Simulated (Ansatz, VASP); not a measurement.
## N: VASP beside Ansatz

```xyz
2
Lattice="9.0000 0.0000 0.0000 0.0000 9.5000 0.0000 0.0000 0.0000 10.0000" Properties=species:S:1:pos:R:3 pbc="T T T"
N     4.5000    4.7500    4.4500
N     4.5000    4.7500    5.5500
```

Alike in both runs: functional PBEsol; k mesh 1 × 1 × 1; no spin polarisation.

Ansatz relaxed the structure, and its values are those at the end. VASP's run is a single point on that final structure, the one shown.

```csv
,VASP,Ansatz
version,VASP 6.6.1,Ansatz 0.2.0
potentials or method,"VASP PAW PBE potentials, release 64 (N), cutoff 520 eV","plane waves, PAW"
occupations,"methfessel-paxton of order 1, width 0.02 eV","cold, width 0.02 eV"
valence electrons in the cell,10,10
```

|  | VASP | Ansatz | Ansatz less VASP |
| --- | --- | --- | --- |
| rms of the force components (eV/Å) | 1.084 | 0.005 | -1.0790 |

VASP's potentials were made for PBE, not for PBEsol.

Noted on VASP's run: the standard files for N, O and F lose accuracy on very short bonds.
